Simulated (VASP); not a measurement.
Set up this calculation in VASP 6.6.1, as the native input.

| Quantity | Value |
| --- | --- |
| Task | single point |
| Functional | r2SCAN |
| Potentials or basis | VASP PAW PBE potentials, release 64 (Mn_sv, S) |
| Cutoff | 750 eV |
| k mesh | 9 × 9 × 9 |
| Occupations | methfessel-paxton, width 0.1 eV |
| Spin | collinear spin, ferromagnetic start |
| Starting moments | [4.0, 0.0] μB |
| Hubbard terms | Mn d U = 6.2 eV |
| Dipole correction | no |
| Further INCAR settings | ALGO = Normal; EDIFF = 1e-06; NBANDS = 22 |

MnS:

```
Mn S
1.0
     0.00000    2.60450    2.60450
     2.60450    0.00000    2.60450
     2.60450    2.60450    0.00000
Mn S
1 1
Direct
  0.00000 0.00000 0.00000
  0.50000 0.50000 0.50000
```

One way to write it, as run:

POSCAR

```
MnS
1.0
    0.0000000000      2.6045000000      2.6045000000
    2.6045000000      0.0000000000      2.6045000000
    2.6045000000      2.6045000000      0.0000000000
Mn S
1 1
Direct
    0.0000000000      0.0000000000      0.0000000000
    0.5000000000      0.5000000000      0.5000000000
```

INCAR.step1

```
PREC = Accurate
ENCUT = 750
ISMEAR = 1
SIGMA = 0.1
LREAL = False
LASPH = True
NELM = 200
ISPIN = 2
MAGMOM = 4 0
LMAXMIX = 4
LDAU = True
LDAUTYPE = 2
LDAUL = 2 -1
LDAUU = 6.2 0
LDAUJ = 0 0
NBANDS = 22
GGA = PE
ALGO = Normal
EDIFF = 1E-5
LWAVE = True
LCHARG = False
GGA_COMPAT = False
```

INCAR.step2

```
PREC = Accurate
ENCUT = 750
EDIFF = 1E-6
ISMEAR = 1
SIGMA = 0.1
LREAL = False
LASPH = True
NELM = 200
ALGO = Normal
ISIF = 2
LWAVE = False
LCHARG = False
ISPIN = 2
MAGMOM = 4 0
LORBIT = 11
LMAXMIX = 4
LDAU = True
LDAUTYPE = 2
LDAUL = 2 -1
LDAUU = 6.2 0
LDAUJ = 0 0
LDAUPRINT = 1
METAGGA = R2SCAN
LMIXTAU = True
NBANDS = 22
ISTART = 1
GGA_COMPAT = False
```

KPOINTS

```
regular mesh
0
Gamma
  9 9 9
```

Potentials or basis: VASP PAW PBE potentials, release 64 (Mn_sv, S).

Launch:

```sh
$ cat potpaw_PBE.64/Mn_sv/POTCAR potpaw_PBE.64/S/POTCAR > POTCAR
$ cp INCAR.step1 INCAR
$ mpirun -np 1 vasp_std > vasp.out
$ cp INCAR.step2 INCAR
$ mpirun -np 1 vasp_std > vasp.out
```

It gave:

```yaml
Pressure: 4.9 GPa
Band_gap_on_the_k_mesh: 1.95 eV (least direct gap 3.94 eV)
Net_moment: 5.00 μB per cell
Site_moments: Mn +4.63; S +0.06 μB
Valence_electrons_inside_the_program's_atomic_spheres: Mn 12.90; S 3.83
```

Caveat: the cell stands under pressure; the PAW data sets were made with another functional, which shifts forces and pressure a little; an odd mesh through Γ misses points on the zone boundary, where band edges can lie; a cell with one magnetic atom can't hold antiferromagnetic order, which such compounds often take.

Wall time 3.8 min on 1 thread of Intel(R) Xeon(R) Platinum 8488C (Sapphire Rapids) (shared host), peak memory 0.3 GiB.
